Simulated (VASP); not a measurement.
# TaAs in VASP: further runs

The runs below take TaAs through single point, with PBE.

All numbers are computed with VASP 6.6.1; they aren't measurements. Logs are shortened: lines on timing, memory, paths and dates and some standing lists are left out, and cuts for length are marked.

## 1. The cell of the first run

It takes space group Pm-3m (No. 221, cubic). Conventional cell: a = 3.218 Å, b = 3.218 Å, c = 3.218 Å, α = 90.00°, β = 90.00°, γ = 90.00°. Within 3.7 Å of Ta (site symmetry m-3m) lie 8 As at 2.79 Å and 6 Ta at 3.22 Å. As (site symmetry m-3m) has 8 Ta at 2.79 Å and 6 As at 3.22 Å within 3.7 Å.

## 2. Single point, PBE

Contents of INCAR:

```
SYSTEM = TaAs
ALGO = Normal ; EDIFF = 1E-6
ENCUT = 500 ; GGA = PE
GGA_COMPAT = .FALSE. ; ISIF = 2
ISMEAR = 0 ; LASPH = .TRUE.
LCHARG = .FALSE. ; LREAL = .FALSE.
LWAVE = .FALSE. ; NBANDS = 15
NELM = 120 ; PREC = Accurate
SIGMA = 0.2
```

Contents of KPOINTS:

```
k-points
0
G
  6 6 6
  0 0 0
```

Contents of POSCAR:

```
TaAs
1.0
    3.2181549413      0.0000000000      0.0000000000
    0.0000000000      3.2181549413      0.0000000000
    0.0000000000      0.0000000000      3.2181549413
Ta As
1 1
Direct
    0.5000000000      0.5000000000      0.5000000000
    0.0000000000      0.0000000000      0.0000000000
```

Potentials or basis: VASP PAW PBE potentials, release 64 (Ta_pv, As).

Started as:

```bash
$ cat potpaw_PBE.64/Ta_pv/POTCAR potpaw_PBE.64/As/POTCAR > POTCAR
$ mpirun -np 1 vasp_std > vasp.out
```

OUTCAR:

```text
SYSTEM = TaAs
   EDIFF = 1E-6
   ENCUT = 500
   GGA = PE
   ISIF = 2
   ISMEAR = 0
   LASPH = .TRUE.
   LREAL = .FALSE.
   NELM = 120
   PREC = Accurate

 ion  position               nearest neighbor table
   1  0.500  0.500  0.500-   2 2.79   2 2.79   2 2.79   2 2.79   2 2.79   2 2.79   2 2.79   2 2.79

   2  0.000  0.000  0.000-   1 2.79   1 2.79   1 2.79   1 2.79   1 2.79   1 2.79   1 2.79   1 2.79

  LATTYP: Found a simple cubic cell.
 ALAT       =     3.2181549413

  Lattice vectors:

 A1 = (   3.2181549413,   0.0000000000,   0.0000000000)
 A2 = (   0.0000000000,   3.2181549413,   0.0000000000)
 A3 = (   0.0000000000,   0.0000000000,   3.2181549413)

Analysis of symmetry for initial positions (statically):
=====================================================================
 Subroutine PRICEL returns:
 Original cell was already a primitive cell.

 Routine SETGRP: Setting up the symmetry group for a
 simple cubic supercell.

 Subroutine GETGRP returns: Found 48 space group operations
 (whereof 48 operations were pure point group operations)
 out of a pool of 48 trial point group operations.

The static configuration has the point symmetry O_h .

Analysis of symmetry for dynamics (positions and initial velocities):
=====================================================================
 Subroutine PRICEL returns:
 Original cell was already a primitive cell.

 Routine SETGRP: Setting up the symmetry group for a
 simple cubic supercell.

 Subroutine GETGRP returns: Found 48 space group operations
 (whereof 48 operations were pure point group operations)
 out of a pool of 48 trial point group operations.

The dynamic configuration has the point symmetry O_h .

 Subroutine INISYM returns: Found 48 space group operations
 (whereof 48 operations are pure point group operations),
 and found     1 'primitive' translations

----------------------------------------------------------------------------------------

                                     Primitive cell

  volume of cell :      33.3289

  direct lattice vectors                    reciprocal lattice vectors
     3.218154941  0.000000000  0.000000000     0.310737058  0.000000000  0.000000000
     0.000000000  3.218154941  0.000000000     0.000000000  0.310737058  0.000000000
     0.000000000  0.000000000  3.218154941     0.000000000  0.000000000  0.310737058

  length of vectors
[... 85 lines left out ...]
   POTIM  = 0.5000    time-step for ionic-motion
   TEBEG  =    0.0;   TEEND  =   0.0 temperature during run
   PSTRESS=    0.0 pullay stress
   NELECT =      16.0000    total number of electrons
   NUPDOWN=      -1.0000    fix difference up-down
   EMIN   =  10.00;   EMAX   =-10.00  energy-range for DOS
   EFERMI =   0.00;   METHOD = LEGACY
   ISMEAR =     0;   SIGMA  =   0.20  broadening in eV -4-tet -1-fermi 0-gaus
   EFERMI_NEDOS =   21; number of points for ismear=-14 and -15
   IALGO  =     38    algorithm
   IMIX   =      4    mixing-type and parameters
     AMIX     =   0.40;   BMIX     =  1.00
     AMIX_MAG =   1.60;   BMIX_MAG =  1.00
  volume/ion in A,a.u.               =      16.66       112.46
  Fermi-wavevector in a.u.,A,eV,Ry     =   1.281862  2.422368 22.356681  1.643170
  Thomas-Fermi vector in A             =   2.414207
   LORBIT       =      0    0 simple, 1 ext, 2 COOP (PROOUT), +10 PAW based schemes
   GGA     = PE    functional components
   LHFCALC =     F    Hartree Fock is set to
   AEXX    =    0.0000 exact exchange contribution
   IVDW    =     0    specifies the selected vdW correction
   LEPSILON=     F    determine dielectric tensor
   LRPA    =     F    only Hartree local field effects (RPA)
 non-spin polarized calculation
 Gauss-broadening in eV      SIGMA  =   0.20
  energy-cutoff  :      500.00
  volume of cell :       33.33
 maximum number of plane-waves:       868
 NGX is ok and might be reduce to    24
   NGX = 11   NGY = 11   NGZ = 11

 number of electron      15.9999999 magnetization

 Free energy of the ion-electron system (eV)
  ---------------------------------------------------
  ext. energy  EPLUGINS =         0.00000000
  ---------------------------------------------------
  free energy    TOTEN  =       -16.99533889 eV

  energy without entropy =      -16.98097472  energy(sigma->0) =      -16.98815680

 E-fermi :   7.7030     XC(G=0): -12.2134

 val. band max:        7.4562306728   @ k =   0.5000   0.3333   0.3333
 cond. band min:       7.7119685978   @ k =   0.0000   0.0000   0.0000
 fundamental gap:      0.2557379250
 Fermi energy:         7.7029954226

 k-point     1 :       0.0000    0.0000    0.0000
  band No.  band energies     occupation
      1     -27.2110      2.00000
      2     -27.2110      2.00000
      3     -27.2110      2.00000
      4      -6.6350      2.00000
      5       4.6799      2.00000
      6       4.6799      2.00000
      7       7.7120      0.94941
      8       7.7120      0.94941
      9       7.7120      0.94941
     10       9.7569      0.00000
     11       9.7569      0.00000
     12       9.7569      0.00000
     13      11.3272      0.00000
     14      18.2978      0.00000
[... 329 lines left out ...]
      2     -27.4143      2.00000
      3     -27.4143      2.00000
      4      -1.4030      2.00000
      5       1.3463      2.00000
      6       1.3463      2.00000
      7       1.3463      2.00000
      8      10.6221      0.00000
      9      10.6221      0.00000
     10      10.6221      0.00000
     11      11.8778      0.00000
     12      11.8778      0.00000
     13      14.9093      0.00000
     14      14.9093      0.00000
     15      14.9093      0.00000

------------------------ aborting loop because EDIFF is reached ----------------------------------------

  FORCE on cell =-STRESS in cart. coord.  units (eV):
  Direction    XX          YY          ZZ          XY          YZ          ZX
  --------------------------------------------------------------------------------------
  -------------------------------------------------------------------------------------
  Total        0.0572034      0.0572034      0.0572034      0.0000000     -0.0000000      0.0000000
  in kB        2.7498641      2.7498641      2.7498641      0.0000000     -0.0000000      0.0000000
  external PRESSURE =       2.7498641 kB  Pullay stress =       0.0000000 kB

 VOLUME and BASIS-vectors are now :
 -----------------------------------------------------------------------------
  energy-cutoff  :      500.00
  volume of cell :       33.33
      direct lattice vectors                 reciprocal lattice vectors
     3.218154941  0.000000000  0.000000000     0.310737058  0.000000000  0.000000000
     0.000000000  3.218154941  0.000000000     0.000000000  0.310737058  0.000000000
     0.000000000  0.000000000  3.218154941     0.000000000  0.000000000  0.310737058

 POSITION                                       TOTAL-FORCE (eV/Angst)
 -----------------------------------------------------------------------------------
      1.60908      1.60908      1.60908         0.000000      0.000000      0.000000
      0.00000      0.00000      0.00000         0.000000      0.000000      0.000000
 -----------------------------------------------------------------------------------
    total drift:                                0.000000     -0.000000     -0.000000

  FREE ENERGIE OF THE ION-ELECTRON SYSTEM (eV)
  ---------------------------------------------------
  free  energy   TOTEN  =       -16.9953388879 eV

  energy  without entropy=      -16.9809747188  energy(sigma->0) =      -16.98815680
```

Run time: 6.7 s. Hardware: 1 thread of Intel Xeon 6975P-C, shared host; peak memory 0.14 GiB.

What came out:

| Quantity | Value |
| --- | --- |
| Free energy | -16.9953 eV |
| Pressure | 0.3 GPa |
| Band gap on the k mesh | zero (band 8 reaches 10.62 eV, above the bottom of band 9 at 7.33 eV) |

Levels at points of the mesh, in eV from the Fermi level:
```tsv
k point	band 6	band 7	band 8	band 9	band 10	band 11
(0.00, 0.00, 0.00)	-3.02	0.01	0.01	0.01	2.05	2.05
(0.50, 0.00, 0.00)	-2.33	-2.33	-2.05	2.41	3.63	5.73
(0.50, 0.50, 0.00)	-4.83	-3.23	0.08	0.08	1.97	2.23
(0.50, 0.50, 0.50)	-6.36	-6.36	2.92	2.92	2.92	4.17
```

Caveat: spin-orbit coupling is left out, which moves the levels of the heavy elements.

## 3. Single point, PBE

Contents of INCAR:

```
PREC = Accurate
ENCUT = 500
EDIFF = 1E-6
ISMEAR = 0
SIGMA = 0.2
LREAL = F
LASPH = T
NELM = 120
ALGO = Normal
ISIF = 2
LWAVE = F
LCHARG = F
GGA = PE
NBANDS = 15
GGA_COMPAT = F
```

Contents of KPOINTS:

```
Automatic mesh
0
Gamma
  6 6 5
```

Contents of POSCAR:

```
TaAs
1.0
    3.2195856344      0.0000000000      0.0000000000
    0.0000000000      3.2195856344      0.0000000000
    0.0000000000      0.0000000000      3.2112032360
Ta As
1 1
Direct
    0.0000000000      0.0000000000      0.0000000000
    0.5000000000      0.5000000000      0.5000000000
```

Potentials or basis: VASP PAW PBE potentials, release 64 (Ta_pv, As).

Started as:

```bash
$ cat potpaw_PBE.64/Ta_pv/POTCAR potpaw_PBE.64/As/POTCAR > POTCAR
$ mpirun -np 1 vasp_std > vasp.out
```

Wall time 7.6 s (1 thread of Intel Xeon 6975P-C, shared host); peak memory 0.14 GiB.

It converged, with:

* Free energy: -17.0081 eV
* Pressure: 0.2 GPa
* Band gap on the k mesh: zero (band 8 reaches 9.15 eV, above the bottom of band 9 at 7.45 eV)

Stress tensor (GPa, compression positive):
```
0.30 0.00 0.00
0.00 0.30 0.00
0.00 0.00 0.13
```

Levels at points of the mesh, in eV from the Fermi level:
```tsv
k point	band 4	band 5	band 6	band 7	band 8	band 9	band 10	band 11	band 12	band 13
(0.00, 0.00, 0.00)	-14.31	-2.98	-2.97	0.03	0.03	0.09	2.10	2.13	2.13	3.69
(0.50, 0.00, 0.00)	-11.82	-8.20	-2.31	-2.25	-2.00	2.48	3.68	5.77	6.67	6.88
(0.50, 0.50, 0.00)	-11.43	-4.80	-4.80	-3.19	0.16	0.16	2.03	2.31	4.06	5.14
```

Caveat: the k points lie up to 0.39 Å⁻¹ apart; spin-orbit coupling is left out, which moves the levels of the heavy elements.

## 4. Single point, PBE

Contents of INCAR:

```
SYSTEM = TaAs
PREC = Accurate ; ENCUT = 500
EDIFF = 1E-6 ; ISMEAR = 0
SIGMA = 0.2 ; LREAL = .FALSE.
LASPH = .TRUE. ; NELM = 120
ALGO = Normal ; ISIF = 2
LWAVE = .FALSE. ; LCHARG = .FALSE.
GGA = PE ; NBANDS = 15
GGA_COMPAT = .FALSE.
```

Contents of KPOINTS:

```
regular mesh
0
G
  6 6 6
  0 0 0
```

Contents of POSCAR:

```
TaAs
1.0
    2.2771416202      1.3147083274      1.8564944789
   -2.2771416202      1.3147083274      1.8564944789
    0.0000000000     -2.6294166549      1.8564944789
Ta As
1 1
Direct
    0.5000000000      0.5000000000      0.5000000000
    0.0000000000      0.0000000000      0.0000000000
```

Started as:

```bash
$ cat potpaw_PBE.64/Ta_pv/POTCAR potpaw_PBE.64/As/POTCAR > POTCAR
$ mpirun -np 1 vasp_std > vasp.out
```

Run time: 9.6 s. Hardware: 1 thread of Intel Xeon 6975P-C, shared host; peak memory 0.15 GiB.

It converged, with:

- Free energy: -16.9953 eV
- Pressure: 0.2 GPa
- Band gap on the k mesh: zero (band 8 reaches 10.61 eV, above the bottom of band 9 at 7.32 eV)

Stress tensor (GPa, compression positive):
```
0.06 0.00 0.00
0.00 0.06 0.00
0.00 0.00 0.40
```

Levels at points of the mesh, in eV from the Fermi level:
```tsv
k point	band 4	band 5	band 6	band 7	band 8	band 9	band 10	band 11	band 12	band 13
(0.00, 0.00, 0.00)	-14.33	-3.02	-3.02	0.01	0.01	0.01	2.05	2.06	2.06	3.62
(0.50, 0.00, 0.00)	-11.84	-8.23	-2.34	-2.32	-2.05	2.41	3.63	5.73	6.61	6.80
(0.50, 0.50, 0.00)	-11.44	-4.83	-4.83	-3.23	0.08	0.08	1.96	2.23	4.01	5.10
(0.50, 0.50, 0.50)	-9.11	-6.35	-6.35	-6.35	2.91	2.91	2.93	4.17	4.17	7.19
```

Caveat: spin-orbit coupling is left out, which moves the levels of the heavy elements.

## 5. Single point, PBE

Contents of INCAR:

```
PREC = Accurate
ENCUT = 500
EDIFF = 1E-6
ISMEAR = 0
SIGMA = 0.2
LREAL = False
LASPH = True
NELM = 120
ALGO = Normal
ISIF = 2
LWAVE = False
LCHARG = True
GGA = PE
LELF = True
LVHAR = True
NBANDS = 15
GGA_COMPAT = False
```

Contents of KPOINTS:

```
regular mesh
0
Gamma
  4 7 7
```

Contents of POSCAR:

```
TaAs
1.0
    3.2442201372      0.0000000000      0.0000000000
    0.0000000000      2.2655329059      2.2659319371
    0.0000000000     -2.2655329059      2.2659319371
Ta As
1 1
Direct
    0.5000000000      0.0142532192      0.0142532192
    0.0000000000      0.5142662308      0.5142662308
```

Started as:

```bash
$ cat potpaw_PBE.64/Ta_pv/POTCAR potpaw_PBE.64/As/POTCAR > POTCAR
$ mpirun -np 1 vasp_std > vasp.out
```

Run time: 13 s. Hardware: 1 thread of Intel Xeon 6975P-C, shared host; peak memory 0.15 GiB.

Results (log left out):

| Quantity | Value |
| --- | --- |
| Free energy | -16.9816 eV |
| Pressure | 0.4 GPa |
| Band gap on the k mesh | zero (band 8 reaches 9.45 eV, above the bottom of band 9 at 7.38 eV) |

Stress tensor (GPa, compression positive):
```
0.29 0.00 0.00
0.00 0.47 0.00
0.00 0.00 0.43
```

Levels at points of the mesh, in eV from the Fermi level:
```
           k point  band 6  band 7  band 8  band 9  band 10  band 11
(0.00, 0.00, 0.00)   -2.79    0.02    0.30    0.30     2.26     2.26
(0.50, 0.00, 0.00)   -2.05   -2.05   -1.89    2.67     3.72     5.97
```

Caveat: the k points lie up to 0.48 Å⁻¹ apart; spin-orbit coupling is left out, which moves the levels of the heavy elements.

## 6. Overview

| cell | k mesh | gap on the mesh (eV) | pressure (GPa) |
| --- | --- | --- | --- |
| a = 3.218 Å, 2 atoms | 6 × 6 × 6 | none | 0.3 |
| a = 3.220, b = 3.220, c = 3.211 Å, 2 atoms | 6 × 6 × 5 | none | 0.2 |
| a = 3.219 Å, angles 90.1°, 2 atoms | 6 × 6 × 6 | none | 0.2 |
| a = 3.244, b = 3.204, c = 3.204 Å, 2 atoms | 4 × 7 × 7 | none | 0.4 |

Alike in all rows: task single point; level PBE; potentials or basis VASP PAW PBE potentials, release 64 (Ta_pv, As); no spin polarisation; cutoff (eV) 500; smearing gaussian 0.2 eV.

Caveats: some runs use coarse meshes; spin-orbit coupling is left out, which moves the levels of the heavy elements.

Absolute energies hang on the potentials; compare differences alone.
